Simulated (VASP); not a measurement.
# CrCuO2 (R-3m) in VASP: further runs

CrCuO2 is run at these levels: PBEsol; tasks: single point.

Everything below comes from runs of VASP 6.6.1. Logs are shortened: lines on timing, memory, paths and dates and some standing lists are left out, and cuts for length are marked.

### 1 The cell of the first run

Symmetry: R-3m, No. 166, trigonal system. Conventional cell: a = 2.640 Å, b = 2.640 Å, c = 15.183 Å, α = 90.00°, β = 90.00°, γ = 120.00°. Cr (site symmetry -3m) has 6 O at 1.77 Å within 2.3 Å. Cu (site symmetry -3m) has 2 O at 1.64 Å within 2.2 Å. Within 2.2 Å of O (site symmetry 3m) lie 1 Cu at 1.64 Å and 3 Cr at 1.77 Å.

### 2 Single point, PBEsol (7.64 Å³/atom)

The input, INCAR:

```
SYSTEM = CrCuO2
PREC = Accurate ; ENCUT = 600
EDIFF = 1E-6 ; ISMEAR = -1
SIGMA = 0.08 ; LREAL = .FALSE.
LASPH = .TRUE. ; NELM = 120
ALGO = Normal ; ISIF = 2
LWAVE = .FALSE. ; LCHARG = .FALSE.
GGA = PS ; NBANDS = 26
GGA_COMPAT = .FALSE.
```

The input, KPOINTS:

```
regular mesh
0
G
  11 11 11
  0 0 0
```

The input, POSCAR:

```
CrCuO2
1.0
    1.3200468794      0.7621294212      5.0610528099
   -1.3200468794      0.7621294212      5.0610528099
    0.0000000000     -1.5242588423      5.0610528099
Cr Cu O
1 1 2
Direct
    0.5000000000      0.5000000000      0.5000000000
    0.0000000000      0.0000000000      0.0000000000
    0.1079200000      0.1079200000      0.1079200000
    0.8920800000      0.8920800000      0.8920800000
```

Potentials or basis: VASP PAW PBE potentials, release 64 (Cr_pv, Cu, O).

Command:

```bash
$ cat potpaw_PBE.64/Cr_pv/POTCAR potpaw_PBE.64/Cu/POTCAR potpaw_PBE.64/O/POTCAR > POTCAR
$ mpirun -np 1 vasp_std > vasp.out
```

OUTCAR:

```text
SYSTEM = CrCuO2
   PREC = Accurate
   ENCUT = 600
   EDIFF = 1E-6
   ISMEAR = -1
   LREAL = .FALSE.
   LASPH = .TRUE.
   NELM = 120
   ISIF = 2
   GGA = PS

 ion  position               nearest neighbor table
   1  0.500  0.500  0.500-   3 1.77   3 1.77   4 1.77   4 1.77   3 1.77   4 1.77   2 2.95   2 2.95
                             2 2.95   2 2.95   2 2.95   2 2.95
   2  0.000  0.000  0.000-   3 1.64   4 1.64   1 2.95   1 2.95   1 2.95   1 2.95   1 2.95   1 2.95

   3  0.108  0.108  0.108-   2 1.64   1 1.77   1 1.77   1 1.77
   4  0.892  0.892  0.892-   2 1.64   1 1.77   1 1.77   1 1.77

  LATTYP: Found a trigonal (rhomboedric) cell.
 ALAT       =     5.2856050328
 COS(alpha) =     0.8752561078

  Lattice vectors:

 A1 = (   1.3200468794,   0.7621294212,   5.0610528099)
 A2 = (  -1.3200468794,   0.7621294212,   5.0610528099)
 A3 = (   0.0000000000,  -1.5242588423,   5.0610528099)

Analysis of symmetry for initial positions (statically):
=====================================================================
 Subroutine PRICEL returns:
 Original cell was already a primitive cell.

 Routine SETGRP: Setting up the symmetry group for a
 trigonal (rhombohedral) supercell.

 Subroutine GETGRP returns: Found 12 space group operations
 (whereof 12 operations were pure point group operations)
 out of a pool of 12 trial point group operations.

The static configuration has the point symmetry D_3d.

Analysis of symmetry for dynamics (positions and initial velocities):
=====================================================================
 Subroutine PRICEL returns:
 Original cell was already a primitive cell.

 Routine SETGRP: Setting up the symmetry group for a
 trigonal (rhombohedral) supercell.

 Subroutine GETGRP returns: Found 12 space group operations
 (whereof 12 operations were pure point group operations)
 out of a pool of 12 trial point group operations.

The dynamic configuration has the point symmetry D_3d.

 Subroutine INISYM returns: Found 12 space group operations
 (whereof 12 operations are pure point group operations),
 and found     1 'primitive' translations

----------------------------------------------------------------------------------------

                                     Primitive cell

  volume of cell :      30.5499

  direct lattice vectors                    reciprocal lattice vectors
     1.320046879  0.762129421  5.061052810     0.378774427  0.218685517  0.065862449
    -1.320046879  0.762129421  5.061052810    -0.378774427  0.218685517  0.065862449
     0.000000000 -1.524258842  5.061052810     0.000000000 -0.437371034  0.065862449

  length of vectors
     5.285605033  5.285605033  5.285605033     0.442302254  0.442302254  0.442302254

  position of ions in fractional coordinates (direct lattice)
     0.500000000  0.500000000  0.500000000
     0.000000000  0.000000000  0.000000000
     0.107920000  0.107920000  0.107920000
     0.892080000  0.892080000  0.892080000

  ion indices of the primitive-cell ions
   primitive index   ion index
                 1           1
                 2           2
                 3           3
                 4           4

----------------------------------------------------------------------------------------

 KPOINTS: regular mesh

Automatic generation of k-mesh.
 Grid dimensions read from file:
 generate k-points for:   11   11   11

 Generating k-lattice:

  Cartesian coordinates                     Fractional coordinates (reciprocal lattice)
     0.034434039  0.019880502  0.005987495     0.090909091  0.000000000  0.000000000
    -0.034434039  0.019880502  0.005987495     0.000000000  0.090909091  0.000000000
     0.000000000 -0.039761003  0.005987495     0.000000000  0.000000000  0.090909091

  Length of vectors
     0.040209296  0.040209296  0.040209296

  Shift w.r.t. Gamma in fractional coordinates (k-lattice)
     0.000000000  0.000000000  0.000000000

 Subroutine IBZKPT returns following result:
 ===========================================

 Found    146 irreducible k-points:

 Following reciprocal coordinates:
            Coordinates               Weight
  0.000000  0.000000  0.000000      1.000000
  0.090909 -0.000000 -0.000000      6.000000
  0.181818 -0.000000 -0.000000      6.000000
  0.272727  0.000000  0.000000      6.000000
  0.363636 -0.000000 -0.000000      6.000000
  0.454545  0.000000  0.000000      6.000000
[... 16 lines left out ...]
 -0.272727  0.181818  0.000000     12.000000
 -0.181818  0.181818  0.000000      6.000000
 [... further k-points ...]
   k-points           NKPTS =    146   k-points in BZ     NKDIM =    146   number of bands    NBANDS=     26
   number of dos      NEDOS =    301   number of ions     NIONS =      4
   total plane-waves  NPLWV =  74088
   dimension x,y,z NGX =    42 NGY =   42 NGZ =   42
   dimension x,y,z NGXF=    84 NGYF=   84 NGZF=   84
   ions per type =               1   1   2
   NGX,Y,Z   is equivalent  to a cutoff of  13.21, 13.21, 13.21 a.u.
   NGXF,Y,Z  is equivalent  to a cutoff of  26.42, 26.42, 26.42 a.u.
 SYSTEM =  CrCuO2
   PREC   = accura    normal or accurate (medium, high low for compatibility)
   ISTART =      0    job   : 0-new  1-cont  2-samecut
   ICHARG =      2    charge: 1-file 2-atom 10-const
   ISPIN  =      1    spin polarized calculation?
   LNONCOLLINEAR =      F non collinear calculations
   LSORBIT =      F    spin-orbit coupling
   LASPH  =      T    aspherical Exc in radial PAW
   ENCUT  =  600.0 eV  44.10 Ry    6.64 a.u.  10.56 10.56 10.56*2*pi/ulx,y,z
   NELM   =    120;   NELMIN=  2; NELMDL= -5     # of ELM steps
   EDIFF  = 0.1E-05   stopping-criterion for ELM
   LREAL  =      F    real-space projection
   EDIFFG = 0.1E-04   stopping-criterion for IOM
   NSW    =      0    number of steps for IOM
   IBRION =     -1    ionic relax: 0-MD 1-quasi-New 2-CG
   NFREE  =      0    steps in history (QN), initial steepest desc. (CG)
   ISIF   =      2    stress and relaxation
   ISYM   =      2    0-nonsym 1-usesym 2-fastsym
   POTIM  = 0.5000    time-step for ionic-motion
   TEBEG  =    0.0;   TEEND  =   0.0 temperature during run
   PSTRESS=    0.0 pullay stress
   NELECT =      35.0000    total number of electrons
   NUPDOWN=      -1.0000    fix difference up-down
   EMIN   =  10.00;   EMAX   =-10.00  energy-range for DOS
   EFERMI =   0.00;   METHOD = LEGACY
   ISMEAR =    -1;   SIGMA  =   0.08  broadening in eV -4-tet -1-fermi 0-gaus
   EFERMI_NEDOS =   21; number of points for ismear=-14 and -15
   IALGO  =     38    algorithm
   IMIX   =      4    mixing-type and parameters
     AMIX     =   0.40;   BMIX     =  1.00
     AMIX_MAG =   1.60;   BMIX_MAG =  1.00
  volume/ion in A,a.u.               =       7.64        51.54
  Fermi-wavevector in a.u.,A,eV,Ry     =   1.713013  3.237126 39.925142  2.934415
  Thomas-Fermi vector in A             =   2.790836
   LORBIT       =      0    0 simple, 1 ext, 2 COOP (PROOUT), +10 PAW based schemes
   GGA     = PS    functional components
   LHFCALC =     F    Hartree Fock is set to
   AEXX    =    0.0000 exact exchange contribution
   IVDW    =     0    specifies the selected vdW correction
   LEPSILON=     F    determine dielectric tensor
   LRPA    =     F    only Hartree local field effects (RPA)
 non-spin polarized calculation
  energy-cutoff  :      600.00
  volume of cell :       30.55
 maximum number of plane-waves:      1041
   NGX = 21   NGY = 21   NGZ = 21

 number of electron      34.9999995 magnetization

 Free energy of the ion-electron system (eV)
  ---------------------------------------------------
  ext. energy  EPLUGINS =         0.00000000
  ---------------------------------------------------
  free energy    TOTEN  =       -26.42960263 eV

  energy without entropy =      -26.37277459  energy(sigma->0) =      -26.40118861

 E-fermi :  11.6199     XC(G=0): -14.0301

 val. band max:       11.6196346198   @ k =   0.2727   0.2727   0.0000
 cond. band min:      11.6235583824   @ k =   0.4545   0.3636   0.0909
 fundamental gap:      0.0039237626
 Fermi energy:        11.6199152255

 k-point     1 :       0.0000    0.0000    0.0000
  band No.  band energies     occupation
      1     -32.4862      2.00000
      2     -32.4862      2.00000
      3     -32.4752      2.00000
      4     -12.6525      2.00000
      5      -9.7904      2.00000
      6      -0.7894      2.00000
[... 18 lines left out ...]
     25      23.1196      0.00000
     26      24.7113      0.00000

 k-point     2 :       0.0909   -0.0000   -0.0000
  band No.  band energies     occupation
      1     -32.5546      2.00000
      2     -32.4996      2.00000
      3     -32.4607      2.00000
      4     -12.4848      2.00000
      5      -9.8408      2.00000
      6      -0.6136      2.00000
[... 18 lines left out ...]
     25      23.3000      0.00000
     26      25.1161      0.00000

 k-point     3 :       0.1818   -0.0000   -0.0000
  band No.  band energies     occupation
      1     -32.7347      2.00000
      2     -32.5354      2.00000
      3     -32.4217      2.00000
      4     -12.0265      2.00000
      5      -9.9771      2.00000
      6      -0.1261      2.00000
[... 18 lines left out ...]
     25      23.6965      0.00000
     26      25.3187      0.00000

 k-point     4 :       0.2727    0.0000    0.0000
  band No.  band energies     occupation
      1     -32.9637      2.00000
      2     -32.5819      2.00000
      3     -32.3701      2.00000
      4     -11.4100      2.00000
      5     -10.1467      2.00000
      6       0.5348      2.00000
[... 18 lines left out ...]
     25      22.2010      0.00000
     26      25.1365      0.00000

 k-point     5 :       0.3636   -0.0000   -0.0000
  band No.  band energies     occupation
      1     -33.1677      2.00000
      2     -32.6243      2.00000
      3     -32.3223      2.00000
      4     -10.8828      2.00000
      5     -10.2226      2.00000
      6       0.7991      2.00000
[... 18 lines left out ...]
     25      22.5433      0.00000
     26      25.2506      0.00000

 k-point     6 :       0.4545    0.0000    0.0000
  band No.  band energies     occupation
      1     -33.2863      2.00000
      2     -32.6494      2.00000
      3     -32.2937      2.00000
      4     -10.7288      2.00000
      5     -10.0803      2.00000
      6       0.4272      2.00000
[... 427 lines left out ...]
 k-point    21 :      -0.4545    0.1818    0.0000
  band No.  band energies     occupation
      1     -33.2072      2.00000
      2     -32.8028      2.00000
      3     -32.2815      2.00000
      4     -10.4703      2.00000
      5     -10.1927      2.00000
      6       0.9607      2.00000
[... 18 lines left out ...]
     25      23.4109      0.00000
     26      24.3052      0.00000

 k-point    22 :      -0.3636    0.1818    0.0000
  band No.  band energies     occupation
      1     -33.2072      2.00000
      2     -32.8028      2.00000
      3     -32.2814      2.00000
      4     -10.5225      2.00000
      5     -10.1350      2.00000
      6       0.9039      2.00000
[... 18 lines left out ...]
     25      23.4168      0.00000
     26      23.7754      0.00000

 k-point    23 :      -0.2727    0.1818    0.0000
  band No.  band energies     occupation
      1     -33.1389      2.00000
      2     -32.7488      2.00000
      3     -32.3050      2.00000
      4     -10.6912      2.00000
      5     -10.2169      2.00000
      6       1.0333      2.00000
[... 18 lines left out ...]
     25      22.8078      0.00000
     26      23.6586      0.00000

 k-point    24 :      -0.1818    0.1818    0.0000
  band No.  band energies     occupation
      1     -33.0163      2.00000
      2     -32.6632      2.00000
      3     -32.3447      2.00000
      4     -11.1414      2.00000
      5     -10.1642      2.00000
      6       0.7105      2.00000
[... 18 lines left out ...]
     25      22.0896      0.00000
     26      24.1094      0.00000

 [... further k-points ...]

------------------------ aborting loop because EDIFF is reached ----------------------------------------

  FORCE on cell =-STRESS in cart. coord.  units (eV):
  Direction    XX          YY          ZZ          XY          YZ          ZX
  --------------------------------------------------------------------------------------
  -------------------------------------------------------------------------------------
  Total       17.3314916     17.3314916     35.7939999      0.0000000      0.0000000      0.0000000
  in kB      908.9423131    908.9423131   1877.2002922      0.0000000      0.0000000      0.0000000
  external PRESSURE =    1231.6949728 kB  Pullay stress =       0.0000000 kB

 VOLUME and BASIS-vectors are now :
 -----------------------------------------------------------------------------
  energy-cutoff  :      600.00
  volume of cell :       30.55
      direct lattice vectors                 reciprocal lattice vectors
     1.320046879  0.762129421  5.061052810     0.378774427  0.218685517  0.065862449
    -1.320046879  0.762129421  5.061052810    -0.378774427  0.218685517  0.065862449
     0.000000000 -1.524258842  5.061052810     0.000000000 -0.437371034  0.065862449

 POSITION                                       TOTAL-FORCE (eV/Angst)
 -----------------------------------------------------------------------------------
      0.00000      0.00000      7.59158         0.000000      0.000000      0.000000
      0.00000      0.00000      0.00000        -0.000000      0.000000      0.000000
      0.00000      0.00000      1.63857        -0.000000     -0.000000     -2.324258
      0.00000      0.00000     13.54459        -0.000000      0.000000      2.324258
 -----------------------------------------------------------------------------------
    total drift:                                0.000000      0.000000     -0.000000

  FREE ENERGIE OF THE ION-ELECTRON SYSTEM (eV)
  ---------------------------------------------------
  free  energy   TOTEN  =       -26.4296026308 eV

  energy  without entropy=      -26.3727745940  energy(sigma->0) =      -26.40118861
```

Wall time 12 min (1 thread of Intel Xeon 8259CL, shared host); peak memory 0.36 GiB.

What came out:

```yaml
Free_energy: -26.4296 eV
Pressure: 123.2 GPa
Largest_force: 2.324 eV/Å
Band_gap_on_the_k_mesh: zero (an odd number of electrons rules out a gap without spin polarisation)
```

Forces on the atoms (eV/Å):
```
Cr   0.000  0.000  0.000
Cu   0.000  0.000  0.000
O    0.000  0.000 -2.324
O    0.000  0.000  2.324
```

Levels at points of the mesh, in eV from the Fermi level:
| k point | band 13 | band 14 | band 15 | band 16 | band 17 | band 18 | band 19 | band 20 | band 21 | band 22 |
| --- | --- | --- | --- | --- | --- | --- | --- | --- | --- | --- |
| (0.00, 0.00, 0.00) | -4.07 | -4.07 | -3.62 | -3.62 | -1.16 | -1.16 | -0.42 | 3.59 | 4.24 | 4.24 |

Caveat: the stress differs along the axes, from 91 to 188 GPa; an empty level that is flat over the whole mesh can mark a ghost state of the potentials, or a narrow d or f band; the PAW data sets were made with another functional, which shifts forces and pressure a little; an odd number of electrons without spin polarisation forces a metal; a magnetic or distorted state may lie lower; the run has no spin polarisation, though such a crystal can be magnetic; semilocal functionals often make such compounds metallic where correlation or magnetic order opens a gap, which also shifts bond lengths.

### 3 Single point, PBEsol (8.29 Å³/atom)

This run uses another cell than the first one, of 8.29 Å³/atom.

The input, INCAR:

```
PREC = Accurate ; ENCUT = 600
EDIFF = 1E-6 ; ISMEAR = -1
SIGMA = 0.08 ; LREAL = F
LASPH = T ; NELM = 120
ALGO = Normal ; ISIF = 2
LWAVE = F ; LCHARG = F
GGA = PS ; NBANDS = 26
GGA_COMPAT = F
```

The input, KPOINTS:

```
Automatic mesh
0
Gamma
  11 11 11
```

The input, POSCAR:

```
CrCuO2
1.0
    1.3567334696      0.7833104339      5.2017090043
   -1.3567334696      0.7833104339      5.2017090043
    0.0000000000     -1.5666208678      5.2017090043
Cr Cu O
1 1 2
Direct
    0.5000000000      0.5000000000      0.5000000000
    0.0000000000      0.0000000000      0.0000000000
    0.1079200000      0.1079200000      0.1079200000
    0.8920800000      0.8920800000      0.8920800000
```

Potentials or basis: VASP PAW PBE potentials, release 64 (Cr_pv, Cu, O).

Command:

```bash
$ cat potpaw_PBE.64/Cr_pv/POTCAR potpaw_PBE.64/Cu/POTCAR potpaw_PBE.64/O/POTCAR > POTCAR
$ mpirun -np 1 vasp_std > vasp.out
```

Wall time 15 min (1 thread of Intel Xeon 8259CL, shared host); peak memory 0.43 GiB.

Results (log left out):

- Free energy: -28.0283 eV
- Pressure: 74.3 GPa
- Largest force: 1.710 eV/Å
- Band gap on the k mesh: zero (an odd number of electrons rules out a gap without spin polarisation)

Forces on the atoms (eV/Å):
```
Cr   0.000  0.000  0.000
Cu   0.000  0.000  0.000
O    0.000  0.000 -1.710
O    0.000  0.000  1.710
```

Stress tensor (GPa, compression positive):
```
 51.09   0.00   0.00
  0.00  51.09   0.00
  0.00   0.00 120.70
```

Levels at points of the mesh, in eV from the Fermi level:
```csv
k point,band 14,band 15,band 16,band 17,band 18,band 19,band 20,band 21
"(0.00, 0.00, 0.00)",-3.68,-3.27,-3.27,-1.00,-1.00,-0.39,3.10,3.82
```

Caveat: the stress differs along the axes, from 51 to 121 GPa; an empty level that is flat over the whole mesh can mark a ghost state of the potentials, or a narrow d or f band; the PAW data sets were made with another functional, which shifts forces and pressure a little; an odd number of electrons without spin polarisation forces a metal; a magnetic or distorted state may lie lower; the run has no spin polarisation, though such a crystal can be magnetic; semilocal functionals often make such compounds metallic where correlation or magnetic order opens a gap, which also shifts bond lengths. With open d or f shells a metallic result of PBEsol can be an artefact of self-interaction; +U or a hybrid may open a gap.

### 4 Single point, PBEsol (8.95 Å³/atom)

This run uses another cell than the first one, of 8.95 Å³/atom.

The input, INCAR:

```
SYSTEM = CrCuO2
ALGO     = Normal         ! electronic algorithm
EDIFF    = 1E-6           ! SCF threshold, eV
ENCUT    = 600            ! plane-wave cutoff, eV
GGA      = PS             ! functional
GGA_COMPAT= .False.      
ISIF     = 2              ! what is computed and relaxed
ISMEAR   = -1             ! smearing method
LASPH    = .True.         ! aspherical terms in the spheres
LCHARG   = .False.        ! write CHGCAR
LREAL    = .False.        ! projectors in reciprocal space
LWAVE    = .False.        ! write WAVECAR
NBANDS   = 26             ! bands
NELM     = 120            ! most SCF steps
PREC     = Accurate       ! precision mode
SIGMA    = 0.08           ! smearing width, eV
```

The input, KPOINTS:

```
k-points
0
Gamma
  11 11 11
  0 0 0
```

The input, POSCAR:

```
CrCuO2
1.0
    1.3915365743      0.8034040158      5.3351439252
   -1.3915365743      0.8034040158      5.3351439252
    0.0000000000     -1.6068080315      5.3351439252
Cr Cu O
1 1 2
Direct
    0.5000000000      0.5000000000      0.5000000000
    0.0000000000      0.0000000000      0.0000000000
    0.1079200000      0.1079200000      0.1079200000
    0.8920800000      0.8920800000      0.8920800000
```

Command:

```bash
$ cat potpaw_PBE.64/Cr_pv/POTCAR potpaw_PBE.64/Cu/POTCAR potpaw_PBE.64/O/POTCAR > POTCAR
$ mpirun -np 1 vasp_std > vasp.out
```

It took 15 min on 1 thread of Intel Xeon 8259CL, shared host; peak memory 0.44 GiB.

It converged, with:

```yaml
Free_energy: -28.9580 eV
Pressure: 40.5 GPa
Largest_force: 1.223 eV/Å
Band_gap_on_the_k_mesh: zero (an odd number of electrons rules out a gap without spin polarisation)
```

Forces on the atoms (eV/Å):
```
Cr   0.000  0.000  0.000
Cu   0.000  0.000  0.000
O    0.000  0.000 -1.223
O    0.000  0.000  1.223
```

Stress tensor (GPa, compression positive):
```
23.90  0.00  0.00
 0.00 23.90  0.00
 0.00  0.00 73.69
```

Levels at points of the mesh, in eV from the Fermi level:
```tsv
k point	band 13	band 14	band 15	band 16	band 17	band 18	band 19	band 20	band 21	band 22
(0.00, 0.00, 0.00)	-3.36	-3.36	-2.99	-2.99	-0.87	-0.87	-0.36	2.69	3.47	3.47
```

Caveat: the stress differs along the axes, from 24 to 74 GPa; an empty level that is flat over the whole mesh can mark a ghost state of the potentials, or a narrow d or f band; the PAW data sets were made with another functional, which shifts forces and pressure a little; an odd number of electrons without spin polarisation forces a metal; a magnetic or distorted state may lie lower; the run has no spin polarisation, though such a crystal can be magnetic; semilocal functionals often make such compounds metallic where correlation or magnetic order opens a gap, which also shifts bond lengths. Spin polarisation is off, so any magnetic state and its effect on volume and gap are missing.

[end of part 1 of 2]
